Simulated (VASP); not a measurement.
# Si10H4Cl in VASP: further runs

The runs below take Si10H4Cl through single point, with PBEsol.

Everything below comes from runs of VASP 6.6.1. Logs are shortened: lines on timing, memory, paths and dates and some standing lists are left out, and cuts for length are marked.

## (1) The cell of the first run

The cell holds a slab with vacuum, 30 atoms: a = 7.679 Å, b = 7.679 Å, c = 19.256 Å, α = 90.00°, β = 90.00°, γ = 90.00°.

## (2) Single point, PBEsol

INCAR reads:

```
ALGO = Normal
EDIFF = 1E-6
ENCUT = 520
GGA = PS
ISIF = 2
ISMEAR = -1
LASPH = True
LCHARG = False
LREAL = Auto
LWAVE = False
NBANDS = 72
NELM = 100
PREC = Accurate
SIGMA = 0.02
```

KPOINTS reads:

```
k-points
0
Gamma
  2 2 1
```

POSCAR reads:

```
Si10H4Cl
1.0
    7.6791800000      0.0000000000      0.0000000000
    0.0000000000      7.6791800000      0.0000000000
    0.0000000000      0.0000000000     19.2555000000
H Si Cl
8 20 2
Direct
    0.4093920184      0.0000000000      0.0519332139
    0.0906079816      0.0000000000      0.0519332139
    0.9093920184      0.0000000000      0.0519332139
    0.5906079816      0.0000000000      0.0519332139
    0.4093920184      0.5000000000      0.0519332139
    0.0906079816      0.5000000000      0.0519332139
    0.9093920184      0.5000000000      0.0519332139
    0.5906079816      0.5000000000      0.0519332139
    0.2500000000      0.0000000000      0.0968814105
    0.7500000000      0.0000000000      0.0968814105
    0.2500000000      0.5000000000      0.0968814105
    0.7500000000      0.5000000000      0.0968814105
    0.2617922747      0.2510562326      0.1625933370
    0.7651191924      0.2484470998      0.1646849991
    0.2431146294      0.7509127277      0.1698469528
    0.7432038317      0.7494173857      0.1682182234
    0.0185935217      0.2512687553      0.2355494794
    0.5111056128      0.2513644686      0.2302245073
   -0.0115783196      0.7535443889      0.2417970450
    0.4940043078      0.7507218219      0.2409228532
   -0.0546563565      0.0049019557      0.3126302615
    0.4925742071      0.0130864233      0.3045884552
   -0.0161681325      0.4945538456      0.3079860300
    0.4971534721      0.4894621561      0.3062376983
    0.2163572152      0.1097704442      0.3377332710
    0.7155503582      0.0796207408      0.3892509153
    0.2387106436      0.4117558125      0.3642742593
    0.7389035027      0.3936128597      0.3708073537
    0.7499391862      0.5138112403      0.4678414479
    0.2563043190      0.4549045601      0.4702145361
```

Potentials or basis: VASP PAW PBE potentials, release 64 (H, Si, Cl).

The run is started by

```console
cat potpaw_PBE.64/H/POTCAR potpaw_PBE.64/Si/POTCAR potpaw_PBE.64/Cl/POTCAR > POTCAR
mpirun -np 1 vasp_std > vasp.out
```

OUTCAR:

```text
EDIFF = 1E-6
   ENCUT = 520
   GGA = PS
   ISIF = 2
   ISMEAR = -1
   LASPH = True
   LREAL = Auto
   NELM = 100
   PREC = Accurate

 ion  position               nearest neighbor table
   1  0.409  0.000  0.052-   9 1.50
   2  0.091  0.000  0.052-   9 1.50
   3  0.909  0.000  0.052-  10 1.50
   4  0.591  0.000  0.052-  10 1.50
   5  0.409  0.500  0.052-  11 1.50
   6  0.091  0.500  0.052-  11 1.50
   7  0.909  0.500  0.052-  12 1.50
   8  0.591  0.500  0.052-  12 1.50
   9  0.250  0.000  0.097-   1 1.50   2 1.50  13 2.31  15 2.37
  10  0.750  0.000  0.097-   3 1.50   4 1.50  14 2.31  16 2.36
  11  0.250  0.500  0.097-   5 1.50   6 1.50  13 2.29  15 2.39
  12  0.750  0.500  0.097-   7 1.50   8 1.50  14 2.33  16 2.36
  13  0.262  0.251  0.163-  11 2.29   9 2.31  18 2.32  17 2.34
  14  0.765  0.248  0.165-  10 2.31  18 2.32  12 2.33  17 2.38
  15  0.243  0.751  0.170-  20 2.36   9 2.37  11 2.39  19 2.40
  16  0.743  0.749  0.168-  19 2.36  12 2.36  10 2.36  20 2.37
  17  0.019  0.251  0.236-  13 2.34  23 2.35  14 2.38  21 2.47  25 2.71
  18  0.511  0.251  0.230-  13 2.32  14 2.32  22 2.33  24 2.34
  19  0.988  0.754  0.242-  16 2.36  23 2.36  21 2.39  15 2.40
  20  0.494  0.751  0.241-  22 2.36  15 2.36  24 2.37  16 2.37
  21  0.945  0.005  0.313-  25 2.28  26 2.37  19 2.39  17 2.47
  22  0.493  0.013  0.305-  18 2.33  25 2.34  20 2.36  26 2.42
  23  0.984  0.495  0.308-  27 2.33  17 2.35  19 2.36  28 2.37
  24  0.497  0.489  0.306-  18 2.34  28 2.35  27 2.35  20 2.37
  25  0.216  0.110  0.338-  21 2.28  22 2.34  27 2.38  17 2.71
  26  0.716  0.080  0.389-  21 2.37  22 2.42  28 2.44
  27  0.239  0.412  0.364-  30 2.07  23 2.33  24 2.35  25 2.38
  28  0.739  0.394  0.371-  29 2.09  24 2.35  23 2.37  26 2.44
  29  0.750  0.514  0.468-  28 2.09
  30  0.256  0.455  0.470-  27 2.07

  LATTYP: Found a simple tetragonal cell.
 ALAT       =     7.6791800000
 C/A-ratio  =     2.5074942898

  Lattice vectors:

 A1 = (   7.6791800000,   0.0000000000,   0.0000000000)
 A2 = (   0.0000000000,   7.6791800000,   0.0000000000)
 A3 = (   0.0000000000,   0.0000000000,  19.2555000000)

Analysis of symmetry for initial positions (statically):
=====================================================================
 Subroutine PRICEL returns:
 Original cell was already a primitive cell.

 Routine SETGRP: Setting up the symmetry group for a
 simple tetragonal supercell.

 Subroutine GETGRP returns: Found  1 space group operations
 (whereof  1 operations were pure point group operations)
 out of a pool of 16 trial point group operations.

The static configuration has the point symmetry C_1 .

Analysis of symmetry for dynamics (positions and initial velocities):
=====================================================================
 Subroutine PRICEL returns:
 Original cell was already a primitive cell.

 Routine SETGRP: Setting up the symmetry group for a
 simple tetragonal supercell.

 Subroutine GETGRP returns: Found  1 space group operations
 (whereof  1 operations were pure point group operations)
 out of a pool of 16 trial point group operations.

The dynamic configuration has the point symmetry C_1 .

 Subroutine INISYM returns: Found  1 space group operations
 (whereof  1 operations are pure point group operations),
 and found     1 'primitive' translations

----------------------------------------------------------------------------------------

                                     Primitive cell

  volume of cell :    1135.4931

  direct lattice vectors                    reciprocal lattice vectors
     7.679180000  0.000000000  0.000000000     0.130222237  0.000000000  0.000000000
     0.000000000  7.679180000  0.000000000     0.000000000  0.130222237  0.000000000
     0.000000000  0.000000000 19.255500000     0.000000000  0.000000000  0.051933214

  length of vectors
     7.679180000  7.679180000 19.255500000     0.130222237  0.130222237  0.051933214

  position of ions in fractional coordinates (direct lattice)
     0.409392018  0.000000000  0.051933214
     0.090607982  0.000000000  0.051933214
     0.909392018  0.000000000  0.051933214
     0.590607982  0.000000000  0.051933214
     0.409392018  0.500000000  0.051933214
     0.090607982  0.500000000  0.051933214
[... 22 lines left out ...]
     0.749939186  0.513811240  0.467841448
     0.256304319  0.454904560  0.470214536

  ion indices of the primitive-cell ions
   primitive index   ion index
                 1           1
                 2           2
                 3           3
                 4           4
                 5           5
                 6           6
[... 22 lines left out ...]
                29          29
                30          30

----------------------------------------------------------------------------------------

 KPOINTS: k-points

Automatic generation of k-mesh.
 Grid dimensions read from file:
 generate k-points for:    2    2    1

 Generating k-lattice:

  Cartesian coordinates                     Fractional coordinates (reciprocal lattice)
     0.065111119  0.000000000  0.000000000     0.500000000  0.000000000  0.000000000
     0.000000000  0.065111119  0.000000000     0.000000000  0.500000000  0.000000000
     0.000000000  0.000000000  0.051933214     0.000000000  0.000000000  1.000000000

  Length of vectors
     0.065111119  0.065111119  0.051933214

  Shift w.r.t. Gamma in fractional coordinates (k-lattice)
     0.000000000  0.000000000  0.000000000

 Subroutine IBZKPT returns following result:
 ===========================================

 Found      4 irreducible k-points:

 Following reciprocal coordinates:
            Coordinates               Weight
  0.000000  0.000000  0.000000      1.000000
  0.500000  0.000000  0.000000      1.000000
  0.000000  0.500000  0.000000      1.000000
  0.500000  0.500000  0.000000      1.000000
   k-points           NKPTS =      4   k-points in BZ     NKDIM =      4   number of bands    NBANDS=     72
   number of dos      NEDOS =    301   number of ions     NIONS =     30
   total plane-waves  NPLWV = 518400
   dimension x,y,z NGX =    60 NGY =   60 NGZ =  144
   dimension x,y,z NGXF=   120 NGYF=  120 NGZF=  288
   ions per type =               8  20   2
   NGX,Y,Z   is equivalent  to a cutoff of  12.99, 12.99, 12.43 a.u.
   NGXF,Y,Z  is equivalent  to a cutoff of  25.98, 25.98, 24.87 a.u.
 SYSTEM =  unknown system
   PREC   = accura    normal or accurate (medium, high low for compatibility)
   ISTART =      0    job   : 0-new  1-cont  2-samecut
   ICHARG =      2    charge: 1-file 2-atom 10-const
   ISPIN  =      1    spin polarized calculation?
   LNONCOLLINEAR =      F non collinear calculations
   LSORBIT =      F    spin-orbit coupling
   LASPH  =      T    aspherical Exc in radial PAW
   ENCUT  =  520.0 eV  38.22 Ry    6.18 a.u.  14.28 14.28 35.80*2*pi/ulx,y,z
   NELM   =    100;   NELMIN=  2; NELMDL= -5     # of ELM steps
   EDIFF  = 0.1E-05   stopping-criterion for ELM
   LREAL  =      T    real-space projection
   EDIFFG = 0.1E-04   stopping-criterion for IOM
   NSW    =      0    number of steps for IOM
   IBRION =     -1    ionic relax: 0-MD 1-quasi-New 2-CG
   NFREE  =      0    steps in history (QN), initial steepest desc. (CG)
   ISIF   =      2    stress and relaxation
   ISYM   =      2    0-nonsym 1-usesym 2-fastsym
   POTIM  = 0.5000    time-step for ionic-motion
   TEBEG  =    0.0;   TEEND  =   0.0 temperature during run
   PSTRESS=    0.0 pullay stress
   NELECT =     102.0000    total number of electrons
   NUPDOWN=      -1.0000    fix difference up-down
   EMIN   =  10.00;   EMAX   =-10.00  energy-range for DOS
   EFERMI =   0.00;   METHOD = LEGACY
   ISMEAR =    -1;   SIGMA  =   0.02  broadening in eV -4-tet -1-fermi 0-gaus
   EFERMI_NEDOS =   21; number of points for ismear=-14 and -15
   IALGO  =     38    algorithm
   IMIX   =      4    mixing-type and parameters
     AMIX     =   0.40;   BMIX     =  1.00
     AMIX_MAG =   1.60;   BMIX_MAG =  1.00
  volume/ion in A,a.u.               =      37.85       255.42
  Fermi-wavevector in a.u.,A,eV,Ry     =   0.733185  1.385518  7.313945  0.537560
  Thomas-Fermi vector in A             =   1.825831
   LORBIT       =      0    0 simple, 1 ext, 2 COOP (PROOUT), +10 PAW based schemes
   GGA     = PS    functional components
   LHFCALC =     F    Hartree Fock is set to
   AEXX    =    0.0000 exact exchange contribution
   IVDW    =     0    specifies the selected vdW correction
   LEPSILON=     F    determine dielectric tensor
   LRPA    =     F    only Hartree local field effects (RPA)
 non-spin polarized calculation
  energy-cutoff  :      520.00
  volume of cell :     1135.49
 maximum number of plane-waves:     30548
 NGX is ok and might be reduce to    60
   NGX = 29   NGY = 29   NGZ = 71

 number of electron     102.0000002 magnetization

 Free energy of the ion-electron system (eV)
  ---------------------------------------------------
  ext. energy  EPLUGINS =         0.00000000
  ---------------------------------------------------
  free energy    TOTEN  =      -142.10265065 eV

  energy without entropy =     -142.10264772  energy(sigma->0) =     -142.10264919

 E-fermi :  -0.5943     XC(G=0):  -4.6653

 val. band max:       -0.8211819756   @ k =   0.5000   0.5000   0.0000
 cond. band min:      -0.3671232633   @ k =   0.0000   0.0000   0.0000
 fundamental gap:      0.4540587123
 Fermi energy:        -0.5943044245

 k-point     1 :       0.0000    0.0000    0.0000
  band No.  band energies     occupation
      1     -16.5952      2.00000
      2     -16.2964      2.00000
      3     -12.4855      2.00000
      4     -11.3003      2.00000
      5     -10.6113      2.00000
      6     -10.5634      2.00000
[... 55 lines left out ...]
     62       1.6274      0.00000
     63       1.8961      0.00000

 k-point     2 :       0.5000    0.0000    0.0000
  band No.  band energies     occupation
      1     -16.5838      2.00000
      2     -16.3092      2.00000
      3     -12.0688      2.00000
      4     -11.8310      2.00000
      5     -10.8920      2.00000
      6     -10.7161      2.00000
[... 55 lines left out ...]
     62       2.0832      0.00000
     63       2.1163      0.00000

 k-point     3 :       0.0000    0.5000    0.0000
  band No.  band energies     occupation
      1     -16.5951      2.00000
      2     -16.2962      2.00000
      3     -12.2182      2.00000
      4     -11.6061      2.00000
      5     -10.9734      2.00000
      6     -10.3782      2.00000
[... 55 lines left out ...]
     62       2.0381      0.00000
     63       2.0893      0.00000

 k-point     4 :       0.5000    0.5000    0.0000
  band No.  band energies     occupation
      1     -16.5838      2.00000
      2     -16.3090      2.00000
      3     -11.8444      2.00000
      4     -11.4676      2.00000
      5     -11.1217      2.00000
      6     -11.0619      2.00000
[... 55 lines left out ...]
     62       2.5209      0.00000
     63       2.7001      0.00000
 [bands above 63 left out]

------------------------ aborting loop because EDIFF is reached ----------------------------------------

  FORCE on cell =-STRESS in cart. coord.  units (eV):
  Direction    XX          YY          ZZ          XY          YZ          ZX
  --------------------------------------------------------------------------------------
  -------------------------------------------------------------------------------------
  Total       11.4532703     -0.4184330      0.3303595      0.8528712     -0.0912214      0.0732921
  in kB       16.1605300     -0.5904078      0.4661363      1.2033988     -0.1287132      0.1034149
  external PRESSURE =       5.3454195 kB  Pullay stress =       0.0000000 kB

 VOLUME and BASIS-vectors are now :
 -----------------------------------------------------------------------------
  energy-cutoff  :      520.00
  volume of cell :     1135.49
      direct lattice vectors                 reciprocal lattice vectors
     7.679180000  0.000000000  0.000000000     0.130222237  0.000000000  0.000000000
     0.000000000  7.679180000  0.000000000     0.000000000  0.130222237  0.000000000
     0.000000000  0.000000000 19.255500000     0.000000000  0.000000000  0.051933214

 POSITION                                       TOTAL-FORCE (eV/Angst)
 -----------------------------------------------------------------------------------
      3.14379      0.00000      1.00000        -0.457377     -0.130737     -0.062430
      0.69580      0.00000      1.00000         0.467315     -0.015262     -0.049987
      6.98338      0.00000      1.00000        -0.483149     -0.146052     -0.083278
      4.53539      0.00000      1.00000         0.432273      0.065842     -0.027768
      3.14379      3.83959      1.00000        -0.450458      0.181493     -0.052003
      0.69580      3.83959      1.00000         0.493943      0.038200     -0.066994
[... 22 lines left out ...]
      5.75892      3.94565      9.00852         0.002252     -0.009672     -0.036649
      1.96821      3.49329      9.05422        -0.004271      0.008279     -0.027398
 -----------------------------------------------------------------------------------
    total drift:                               -0.013426      0.002583      0.000145

  FREE ENERGIE OF THE ION-ELECTRON SYSTEM (eV)
  ---------------------------------------------------
  free  energy   TOTEN  =      -142.1026506532 eV

  energy  without entropy=     -142.1026477196  energy(sigma->0) =     -142.10264919
```

Run time: 13 min. Hardware: 1 thread of Oxide Virtual Turin-like, shared host; peak memory 1 GiB.

What came out:

| Item | Value |
| --- | --- |
| Free energy | -142.1027 eV |
| Largest force | 0.532 eV/Å |
| Band gap on the k mesh | 0.45 eV (least direct gap 0.85 eV) |

Forces in eV/Å, atoms in the order of the input:
```
H   -0.457 -0.131 -0.062
H    0.467 -0.015 -0.050
H   -0.483 -0.146 -0.083
H    0.432  0.066 -0.028
H   -0.450  0.181 -0.052
H    0.494  0.038 -0.067
H   -0.503  0.151 -0.089
H    0.431 -0.107 -0.011
Si  -0.065 -0.292  0.104
Si   0.101 -0.264  0.088
Si  -0.202  0.406  0.047
Si   0.231  0.115  0.149
Si   0.000  0.005  0.004
Si   0.004 -0.007  0.002
Si   0.003  0.006  0.003
Si   0.000  0.013 -0.003
Si  -0.007 -0.004  0.002
Si   0.001 -0.001  0.004
Si  -0.004 -0.007  0.003
Si   0.003 -0.006  0.002
Si  -0.007  0.000  0.001
Si   0.001 -0.007  0.004
Si   0.004  0.017  0.005
Si   0.001  0.015 -0.005
Si   0.002 -0.003 -0.010
Si   0.002 -0.013  0.015
Si   0.006 -0.016  0.063
Si  -0.004  0.007  0.028
Cl   0.002 -0.010 -0.037
Cl  -0.004  0.008 -0.027
```

Levels at points of the mesh, in eV from the valence-band top:
```csv
k point,band 49,band 50,band 51,band 52,band 53,band 54
"(0.00, 0.00, 0.00)",-0.69,-0.53,-0.47,0.45,1.00,1.23
"(0.50, 0.00, 0.00)",-0.81,-0.76,-0.17,0.74,1.62,1.70
"(0.00, 0.50, 0.00)",-0.72,-0.34,-0.31,0.54,1.46,1.66
"(0.50, 0.50, 0.00)",-1.21,-1.01,0.00,0.91,1.87,1.98
```

Caveat: there is no dipole correction, which matters where the two faces differ; semilocal functionals underestimate gaps, and a narrow one can read as zero; the PAW data sets were made with another functional, which shifts forces and pressure a little.

(Continued in part 2 of 3.)
